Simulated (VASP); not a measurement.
Set up this calculation in VASP 6.6.1, as the native input.

| Item | Value |
| --- | --- |
| Task | relaxation of cell and atoms |
| Functional | BLYP |
| Potentials or basis | VASP PAW PBE potentials, release 64 (Co) |
| Cutoff | 600 eV |
| k mesh | 12 × 12 × 7 |
| Occupations | fermi-dirac, width 0.05 eV |
| Spin | collinear spin, ferromagnetic start |
| Starting moments | [2.0, 2.0] μB |
| Dipole correction | no |
| Further INCAR settings | ALGO = Normal; EDIFF = 1e-06; IBRION = 2; EDIFFG = -0.01; NSW = 60; ISIF = 3 |

The structure of Co lies in POSCAR:

```
Co
1.0
    2.4719999032      0.0000000000      0.0000000000
   -1.2359999516      2.1408147143      0.0000000000
    0.0000000000      0.0000000000      4.0211440800
Co
2
Direct
    0.6666666667      0.3333333333      0.7500000000
    0.3333333333      0.6666666667      0.2500000000
```

The input as run:

INCAR

```
AGGAC = 1.0
AGGAX = 1.0
ALDAC = 0.0
ALDAX = 1.0
ALGO = Normal
EDIFF = 1E-6
EDIFFG = -0.01
ENCUT = 600
GGA = B5
IBRION = 2
ISIF = 3
ISMEAR = -1
ISPIN = 2
LASPH = T
LCHARG = F
LMAXMIX = 4
LORBIT = 11
LREAL = F
LWAVE = F
MAGMOM = 2 2
NELM = 150
NSW = 60
PREC = Accurate
SIGMA = 0.05
```

KPOINTS

```
k-points
0
Gamma
  12 12 7
```

Potentials or basis: VASP PAW PBE potentials, release 64 (Co).

Command:

```sh
$ cat potpaw_PBE.64/Co/POTCAR > POTCAR
$ mpirun -np 1 vasp_std > vasp.out
```

It gave:

The relaxed volume is 11.34 Å³/atom and the relaxed cell is a = 2.535 Å, b = 2.535 Å, c = 4.077 Å, α = 90.00°, β = 90.00°, γ = 120.00°. The space group after relaxing (to 0.1 Å) is P6_3/mmc (No. 194), the energy gained by relaxing is 28.8 meV/atom and the ionic steps are 6. The pressure after relaxing is 0.1 GPa. The net moment is 3.25 μB per cell and the site moments are Co +1.65 μB. The valence electrons inside the program's atomic spheres are Co 8.22.

Caveat: the PAW data sets were made with another functional, which shifts forces and pressure a little.

Run time: 3.7 min on 1 thread of Intel(R) Xeon(R) Platinum 8259CL CPU @ 2.50GHz (Skylake/Cascade Lake) (shared host), peak memory 0.18 GiB.
